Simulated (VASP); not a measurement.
# TiSi2 (km) (Cmcm) in VASP: single point with PBEsol

Aim: the single point of TiSi2 (km) with PBEsol.

All numbers are computed with VASP 6.6.1; they aren't measurements. Logs are shortened: lines on timing, memory, paths and dates and some standing lists are left out, and cuts for length are marked.

### 1 The cell of the first run

The structure is orthorhombic, space group Cmcm (No. 63). Conventional cell: a = 3.517 Å, b = 13.348 Å, c = 3.556 Å, α = 90.00°, β = 90.00°, γ = 90.00°. Within 3.4 Å of Ti (site symmetry m2m) lie 10 Si at 2.56 to 2.79 Å and 2 Ti at 3.26 Å. Si (site symmetry m2m) has 6 Si at 2.39 to 3.10 Å and 6 Ti at 2.56 to 2.79 Å within 3.2 Å. Within 3.3 Å of Si (site symmetry m2m) lie 8 Si at 2.50 to 3.10 Å and 4 Ti at 2.64 to 2.65 Å.

### 2 Single point, PBEsol

Input file INCAR:

```
SYSTEM = TiSi2
  PREC = Accurate
  ENCUT = 500
  EDIFF = 1E-6
  ISMEAR = 0
  SIGMA = 0.1
  LREAL = .FALSE.
  LASPH = .TRUE.
  NELM = 120
  ALGO = Normal
  ISIF = 2
  LWAVE = .FALSE.
  LCHARG = .FALSE.
  GGA = PS
  NBANDS = 29
  GGA_COMPAT = .FALSE.
```

Input file KPOINTS:

```
Automatic mesh
0
G
  4 4 4
  0 0 0
```

Input file POSCAR:

```
TiSi2
1.0
    1.7584749834     -6.6738022922      0.0000000000
    1.7584749834      6.6738022922      0.0000000000
    0.0000000000      0.0000000000      3.5555051207
Ti Si
2 4
Direct
    0.8975175634      0.1024824366      0.7500000000
    0.1024824366      0.8975175634      0.2500000000
    0.5599951695      0.4400048305      0.7500000000
    0.4400048305      0.5599951695      0.2500000000
    0.2497243707      0.7502756293      0.7500000000
    0.7502756293      0.2497243707      0.2500000000
```

Potentials or basis: VASP PAW PBE potentials, release 64 (Ti_sv, Si).

Started as:

```sh
cat potpaw_PBE.64/Ti_sv/POTCAR potpaw_PBE.64/Si/POTCAR > POTCAR
mpirun -np 1 vasp_std > vasp.out
```

OUTCAR:

```text
SYSTEM = TiSi2
   PREC = Accurate
   ENCUT = 500
   EDIFF = 1E-6
   ISMEAR = 0
   LREAL = .FALSE.
   LASPH = .TRUE.
   NELM = 120
   ISIF = 2
   GGA = PS

 ion  position               nearest neighbor table
   1  0.898  0.102  0.750-   4 2.56   4 2.56   4 2.56   4 2.56   5 2.64   5 2.64   6 2.65   6 2.65
                             3 2.79   3 2.79
   2  0.102  0.898  0.250-   3 2.56   3 2.56   3 2.56   3 2.56   6 2.64   6 2.64   5 2.65   5 2.65
                             4 2.79   4 2.79
   3  0.560  0.440  0.750-   4 2.39   4 2.39   2 2.56   2 2.56   2 2.56   2 2.56   1 2.79   1 2.79
                             5 3.08   5 3.08   6 3.10   6 3.10
   4  0.440  0.560  0.250-   3 2.39   3 2.39   1 2.56   1 2.56   1 2.56   1 2.56   2 2.79   2 2.79
                             6 3.08   6 3.08   5 3.10   5 3.10
   5  0.250  0.750  0.750-   6 2.50   6 2.50   6 2.50   6 2.50   1 2.64   1 2.64   2 2.65   2 2.65
                             3 3.08   3 3.08   4 3.10   4 3.10
   6  0.750  0.250  0.250-   5 2.50   5 2.50   5 2.50   5 2.50   2 2.64   2 2.64   1 2.65   1 2.65
                             4 3.08   4 3.08   3 3.10   3 3.10

  LATTYP: Found a base centered orthorhombic cell.
 ALAT       =     3.5169499668
 B/A-ratio  =     3.7952216297
 C/A-ratio  =     1.0109626677

  Lattice vectors:

 A1 = (   1.7584749834,  -6.6738022922,   0.0000000000)
 A2 = (   1.7584749834,   6.6738022922,   0.0000000000)
 A3 = (   0.0000000000,   0.0000000000,   3.5555051207)

Analysis of symmetry for initial positions (statically):
=====================================================================
 Subroutine PRICEL returns:
 Original cell was already a primitive cell.

 Routine SETGRP: Setting up the symmetry group for a
 base centered orthorhombic supercell.

 Subroutine GETGRP returns: Found  8 space group operations
 (whereof  4 operations were pure point group operations)
 out of a pool of  8 trial point group operations.

The static configuration has the point symmetry C_2h.
 The point group associated with its full space group is D_2h.

Analysis of symmetry for dynamics (positions and initial velocities):
=====================================================================
 Subroutine PRICEL returns:
 Original cell was already a primitive cell.

 Routine SETGRP: Setting up the symmetry group for a
 base centered orthorhombic supercell.

 Subroutine GETGRP returns: Found  8 space group operations
 (whereof  4 operations were pure point group operations)
 out of a pool of  8 trial point group operations.

The dynamic configuration has the point symmetry C_2h.
 The point group associated with its full space group is D_2h.

 Subroutine INISYM returns: Found  8 space group operations
 (whereof  4 operations are pure point group operations),
 and found     1 'primitive' translations

----------------------------------------------------------------------------------------

                                     Primitive cell

  volume of cell :      83.4528

  direct lattice vectors                    reciprocal lattice vectors
     1.758474983 -6.673802292  0.000000000     0.284337284 -0.074919810  0.000000000
     1.758474983  6.673802292  0.000000000     0.284337284  0.074919810  0.000000000
     0.000000000  0.000000000  3.555505121     0.000000000  0.000000000  0.281253990

  length of vectors
     6.901584695  6.901584695  3.555505121     0.294041951  0.294041951  0.281253990

  position of ions in fractional coordinates (direct lattice)
     0.897517563  0.102482437  0.750000000
     0.102482437  0.897517563  0.250000000
     0.559995169  0.440004831  0.750000000
     0.440004831  0.559995169  0.250000000
     0.249724371  0.750275629  0.750000000
     0.750275629  0.249724371  0.250000000

  ion indices of the primitive-cell ions
   primitive index   ion index
                 1           1
                 2           2
                 3           3
                 4           4
                 5           5
                 6           6

----------------------------------------------------------------------------------------

 KPOINTS: Automatic mesh

Automatic generation of k-mesh.
 Grid dimensions read from file:
 generate k-points for:    4    4    4

 Generating k-lattice:

  Cartesian coordinates                     Fractional coordinates (reciprocal lattice)
     0.071084321 -0.018729953  0.000000000     0.250000000  0.000000000  0.000000000
     0.071084321  0.018729953  0.000000000     0.000000000  0.250000000  0.000000000
     0.000000000  0.000000000  0.070313497     0.000000000  0.000000000  0.250000000

  Length of vectors
     0.073510488  0.073510488  0.070313497

  Shift w.r.t. Gamma in fractional coordinates (k-lattice)
     0.000000000  0.000000000  0.000000000

 Subroutine IBZKPT returns following result:
 ===========================================

 Found     21 irreducible k-points:

 Following reciprocal coordinates:
            Coordinates               Weight
  0.000000  0.000000  0.000000      1.000000
  0.250000  0.000000  0.000000      4.000000
  0.500000  0.000000  0.000000      2.000000
  0.250000  0.250000  0.000000      2.000000
  0.500000  0.250000  0.000000      4.000000
 -0.250000  0.250000  0.000000      2.000000
[... 13 lines left out ...]
 -0.250000  0.250000  0.500000      2.000000
  0.500000  0.500000  0.500000      1.000000
   k-points           NKPTS =     21   k-points in BZ     NKDIM =     21   number of bands    NBANDS=     29
   number of dos      NEDOS =    301   number of ions     NIONS =      6
   total plane-waves  NPLWV =  70000
   dimension x,y,z NGX =    50 NGY =   50 NGZ =   28
   dimension x,y,z NGXF=   100 NGYF=  100 NGZF=   56
   ions per type =               2   4
   NGX,Y,Z   is equivalent  to a cutoff of  12.04, 12.04, 13.09 a.u.
   NGXF,Y,Z  is equivalent  to a cutoff of  24.09, 24.09, 26.18 a.u.
 SYSTEM =  TiSi2
   PREC   = accura    normal or accurate (medium, high low for compatibility)
   ISTART =      0    job   : 0-new  1-cont  2-samecut
   ICHARG =      2    charge: 1-file 2-atom 10-const
   ISPIN  =      1    spin polarized calculation?
   LNONCOLLINEAR =      F non collinear calculations
   LSORBIT =      F    spin-orbit coupling
   LASPH  =      T    aspherical Exc in radial PAW
   ENCUT  =  500.0 eV  36.75 Ry    6.06 a.u.  12.58 12.58  6.48*2*pi/ulx,y,z
   NELM   =    120;   NELMIN=  2; NELMDL= -5     # of ELM steps
   EDIFF  = 0.1E-05   stopping-criterion for ELM
   LREAL  =      F    real-space projection
   EDIFFG = 0.1E-04   stopping-criterion for IOM
   NSW    =      0    number of steps for IOM
   IBRION =     -1    ionic relax: 0-MD 1-quasi-New 2-CG
   NFREE  =      0    steps in history (QN), initial steepest desc. (CG)
   ISIF   =      2    stress and relaxation
   ISYM   =      2    0-nonsym 1-usesym 2-fastsym
   POTIM  = 0.5000    time-step for ionic-motion
   TEBEG  =    0.0;   TEEND  =   0.0 temperature during run
   PSTRESS=    0.0 pullay stress
   NELECT =      40.0000    total number of electrons
   NUPDOWN=      -1.0000    fix difference up-down
   EMIN   =  10.00;   EMAX   =-10.00  energy-range for DOS
   EFERMI =   0.00;   METHOD = LEGACY
   ISMEAR =     0;   SIGMA  =   0.10  broadening in eV -4-tet -1-fermi 0-gaus
   EFERMI_NEDOS =   21; number of points for ismear=-14 and -15
   IALGO  =     38    algorithm
   IMIX   =      4    mixing-type and parameters
     AMIX     =   0.40;   BMIX     =  1.00
     AMIX_MAG =   1.60;   BMIX_MAG =  1.00
  volume/ion in A,a.u.               =      13.91        93.86
  Fermi-wavevector in a.u.,A,eV,Ry     =   1.281193  2.421104 22.333357  1.641455
  Thomas-Fermi vector in A             =   2.413577
   LORBIT       =      0    0 simple, 1 ext, 2 COOP (PROOUT), +10 PAW based schemes
   GGA     = PS    functional components
   LHFCALC =     F    Hartree Fock is set to
   AEXX    =    0.0000 exact exchange contribution
   IVDW    =     0    specifies the selected vdW correction
   LEPSILON=     F    determine dielectric tensor
   LRPA    =     F    only Hartree local field effects (RPA)
 non-spin polarized calculation
 Gauss-broadening in eV      SIGMA  =   0.10
  energy-cutoff  :      500.00
  volume of cell :       83.45
 maximum number of plane-waves:      2166
   NGX = 25   NGY = 25   NGZ = 13

 number of electron      40.0000009 magnetization

 Free energy of the ion-electron system (eV)
  ---------------------------------------------------
  ext. energy  EPLUGINS =         0.00000000
  ---------------------------------------------------
  free energy    TOTEN  =       -43.68496321 eV

  energy without entropy =      -43.67671795  energy(sigma->0) =      -43.68084058

 E-fermi :  10.6968     XC(G=0): -11.8198

 val. band max:       10.6817193312   @ k =   0.0000   0.0000   0.5000
 cond. band min:      10.7098854934   @ k =   0.5000   0.2500   0.0000
 fundamental gap:      0.0281661622
 Fermi energy:        10.6967704549

 k-point     1 :       0.0000    0.0000    0.0000
  band No.  band energies     occupation
      1     -45.8165      2.00000
      2     -45.8049      2.00000
      3     -22.2843      2.00000
      4     -22.2493      2.00000
      5     -22.2338      2.00000
      6     -22.2279      2.00000
[... 21 lines left out ...]
     28      13.7618      0.00000
     29      13.9373      0.00000

 k-point     2 :       0.2500    0.0000    0.0000
  band No.  band energies     occupation
      1     -45.8140      2.00000
      2     -45.8027      2.00000
      3     -22.2911      2.00000
      4     -22.2767      2.00000
      5     -22.2712      2.00000
      6     -22.2239      2.00000
[... 21 lines left out ...]
     28      13.8801      0.00000
     29      14.9039      0.00000

 k-point     3 :       0.5000    0.0000    0.0000
  band No.  band energies     occupation
      1     -45.8115      2.00000
      2     -45.8004      2.00000
      3     -22.3322      2.00000
      4     -22.3086      2.00000
      5     -22.2690      2.00000
      6     -22.2199      2.00000
[... 542 lines left out ...]
      5     -22.2354      2.00000
      6     -22.2354      2.00000
[... 21 lines left out ...]
     28      13.4886      0.00000
     29      14.3394      0.00000

 k-point    21 :       0.5000    0.5000    0.5000
  band No.  band energies     occupation
      1     -45.8067      2.00000
      2     -45.8067      2.00000
      3     -22.3000      2.00000
      4     -22.3000      2.00000
      5     -22.2354      2.00000
      6     -22.2354      2.00000
[... 21 lines left out ...]
     28      13.4194      0.00000
     29      14.8043      0.00000

------------------------ aborting loop because EDIFF is reached ----------------------------------------

  FORCE on cell =-STRESS in cart. coord.  units (eV):
  Direction    XX          YY          ZZ          XY          YZ          ZX
  --------------------------------------------------------------------------------------
  -------------------------------------------------------------------------------------
  Total       -0.0969838     -0.5127516      0.7407468      0.0000000     -0.0000000      0.0000000
  in kB       -1.8619542     -9.8441169     14.2213080      0.0000000     -0.0000000      0.0000000
  external PRESSURE =       0.8384123 kB  Pullay stress =       0.0000000 kB

 VOLUME and BASIS-vectors are now :
 -----------------------------------------------------------------------------
  energy-cutoff  :      500.00
  volume of cell :       83.45
      direct lattice vectors                 reciprocal lattice vectors
     1.758474983 -6.673802292  0.000000000     0.284337284 -0.074919810  0.000000000
     1.758474983  6.673802292  0.000000000     0.284337284  0.074919810  0.000000000
     0.000000000  0.000000000  3.555505121     0.000000000  0.000000000  0.281253990

 POSITION                                       TOTAL-FORCE (eV/Angst)
 -----------------------------------------------------------------------------------
      1.75847     -5.30591      2.66663         0.000000      0.069474     -0.000000
      1.75847      5.30591      0.88888         0.000000     -0.069474      0.000000
      1.75847     -0.80079      2.66663         0.000000     -0.008221      0.000000
      1.75847      0.80079      0.88888         0.000000      0.008221     -0.000000
      1.75847      3.34058      2.66663         0.000000      0.012620     -0.000000
      1.75847     -3.34058      0.88888         0.000000     -0.012620      0.000000
 -----------------------------------------------------------------------------------
    total drift:                               -0.000000     -0.000000      0.000000

  FREE ENERGIE OF THE ION-ELECTRON SYSTEM (eV)
  ---------------------------------------------------
  free  energy   TOTEN  =       -43.6849632051 eV

  energy  without entropy=      -43.6767179532  energy(sigma->0) =      -43.68084058
```

Run time: 66 s. Hardware: 1 thread of AMD EPYC 7R43 (Zen 3), shared host; peak memory 0.22 GiB.

What came out:

```yaml
Free_energy: -43.6850 eV
Pressure: 0.1 GPa
Largest_force: 0.069 eV/Å
Band_gap_on_the_k_mesh: zero (band 20 reaches 11.15 eV, above the bottom of band 21 at 10.14 eV)
```

Forces in eV/Å, atoms in the order of the input:
```
Ti   0.000  0.069  0.000
Ti   0.000 -0.069  0.000
Si   0.000 -0.008  0.000
Si   0.000  0.008  0.000
Si   0.000  0.013  0.000
Si   0.000 -0.013  0.000
```

Caveat: the k points lie up to 0.46 Å⁻¹ apart; the PAW data sets were made with another functional, which shifts forces and pressure a little.
